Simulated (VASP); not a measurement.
Write the native input for VASP 6.6.1 that does the following.

```
Task                   : single point
Functional             : r2SCAN
Potentials or basis    : VASP PAW PBE potentials, release 64 (Te, Pb_d)
Cutoff                 : 520 eV
k mesh                 : 8 × 8 × 8
Occupations            : gaussian, width 0.05 eV
Spin                   : no spin polarisation
Dipole correction      : no
Further INCAR settings : ALGO = Normal; EDIFF = 1e-07; NBANDS = 17
```

TePb:

```
Te Pb
1.0
     0.00000    3.38835    3.06565
     3.38835    0.00000    3.06565
     3.38835    3.38835    0.00000
Te Pb
1 1
Direct
  0.50000 0.50000 0.50000
  0.00000 0.00000 0.00000
```

This cell differs from its parent crystal: strain +0.050 along x and y, -0.050 along z.

One way to write it, as run:

POSCAR

```
TePb
1.0
    0.0000000000      3.3883500000      3.0656500000
    3.3883500000      0.0000000000      3.0656500000
    3.3883500000      3.3883500000      0.0000000000
Te Pb
1 1
Direct
    0.5000000000      0.5000000000      0.5000000000
    0.0000000000      0.0000000000      0.0000000000
```

INCAR.step1

```
SYSTEM = TePb
PREC     = Accurate       ! precision mode
ENCUT    = 520            ! plane-wave cutoff, eV
ISMEAR   = 0              ! smearing method
SIGMA    = 0.05           ! smearing width, eV
LREAL    = .FALSE.        ! projectors in reciprocal space
LASPH    = .TRUE.         ! aspherical terms in the spheres
NELM     = 80             ! most SCF steps
NBANDS   = 17             ! bands
GGA      = PE             ! functional
ALGO     = Normal         ! electronic algorithm
EDIFF    = 1E-4           ! SCF threshold, eV
LWAVE    = .TRUE.         ! write WAVECAR
LCHARG   = .FALSE.        ! write CHGCAR
```

INCAR.step2

```
SYSTEM = TePb
PREC     = Accurate       ! precision mode
ENCUT    = 520            ! plane-wave cutoff, eV
EDIFF    = 1E-7           ! SCF threshold, eV
ISMEAR   = 0              ! smearing method
SIGMA    = 0.05           ! smearing width, eV
LREAL    = .FALSE.        ! projectors in reciprocal space
LASPH    = .TRUE.         ! aspherical terms in the spheres
NELM     = 80             ! most SCF steps
ALGO     = Normal         ! electronic algorithm
ISIF     = 2              ! what is computed and relaxed
LWAVE    = .FALSE.        ! write WAVECAR
LCHARG   = .TRUE.         ! write CHGCAR
METAGGA  = R2SCAN         ! meta-GGA
LMIXTAU  = .TRUE.       
LELF     = .TRUE.         ! ELF
LVHAR    = .TRUE.       
NBANDS   = 17             ! bands
ISTART   = 1
```

KPOINTS

```
regular mesh
0
G
  8 8 8
  0 0 0
```

Potentials or basis: VASP PAW PBE potentials, release 64 (Te, Pb_d).

Command:

```bash
$ cat potpaw_PBE.64/Te/POTCAR potpaw_PBE.64/Pb_d/POTCAR > POTCAR
$ cp INCAR.step1 INCAR
$ mpirun -np 1 vasp_std > vasp.out
$ cp INCAR.step2 INCAR
$ mpirun -np 1 vasp_std > vasp.out
```

It gave:

```yaml
Pressure: 1.0 GPa
Band_gap_on_the_k_mesh: 0.63 eV, direct
```

Caveat: the cell differs from its parent crystal (strain +0.050 along x and y, -0.050 along z); the PAW data sets were made with another functional, which shifts forces and pressure a little; spin-orbit coupling is left out, which moves the levels of the heavy elements.

Wall time 2.1 min on 1 thread of Intel(R) Xeon(R) 6975P-C (Granite Rapids), with other jobs on the host, peak memory 0.26 GiB.
